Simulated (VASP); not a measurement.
A run of VASP 6.6.1 is set up as follows.

INCAR

```
SYSTEM = SiO2
PREC = Accurate ; ENCUT = 520
EDIFF = 1E-6 ; ISMEAR = 0
SIGMA = 0.02 ; LREAL = .FALSE.
LASPH = .TRUE. ; NELM = 80
ALGO = Normal ; ISIF = 2
LWAVE = .FALSE. ; LCHARG = .FALSE.
GGA = CA ; NBANDS = 44
```

File KPOINTS:

```
Automatic mesh
0
G
  6 6 4
  0 0 0
```

The input POSCAR:

```
SiO2
1.0
    4.3831531365      0.0000000000      0.0000000000
    0.0000000000      4.3831531365      0.0000000000
    0.0000000000      0.0000000000      5.8003184374
Si O
4 8
Direct
    0.1437518688      0.1437518688      0.0000000000
    0.3562481312      0.6437518688      0.7500000000
    0.6437518688      0.3562481312      0.2500000000
    0.8562481312      0.8562481312      0.5000000000
    0.7113088262      0.7188025911      0.7316443109
    0.2886911738      0.2811974089      0.2316443109
    0.7188025911      0.7113088262      0.2683556891
    0.2188025911      0.7886911738      0.9816443109
    0.2811974089      0.2886911738      0.7683556891
    0.2113088262      0.7811974089      0.5183556891
    0.7886911738      0.2188025911      0.0183556891
    0.7811974089      0.2113088262      0.4816443109
```

Potentials or basis: VASP PAW LDA potentials, release 64 (Si, O).

Run with:

```console
$ cat potpaw_LDA.64/Si/POTCAR potpaw_LDA.64/O/POTCAR > POTCAR
$ mpirun -np 1 vasp_std > vasp.out
```

Question: What does it give for the pressure?

Answer: 21.2 GPa.

Question: Estimate the band gap on the k mesh.

Answer: 5.99 eV.

Question: Predict the largest force.

Answer: 0.077 eV/Å.

Forces in eV/Å, atoms in the order of the input:
```
Si  -0.031 -0.031  0.000
Si   0.031 -0.031  0.000
Si  -0.031  0.031  0.000
Si   0.031  0.031  0.000
O    0.049 -0.012  0.058
O   -0.049  0.012  0.058
O   -0.012  0.049 -0.058
O   -0.012 -0.049  0.058
O    0.012 -0.049 -0.058
O    0.049  0.012 -0.058
O   -0.049 -0.012 -0.058
O    0.012  0.049  0.058
```

Caveat: the cell stands under pressure. A k mesh can miss the band edges.
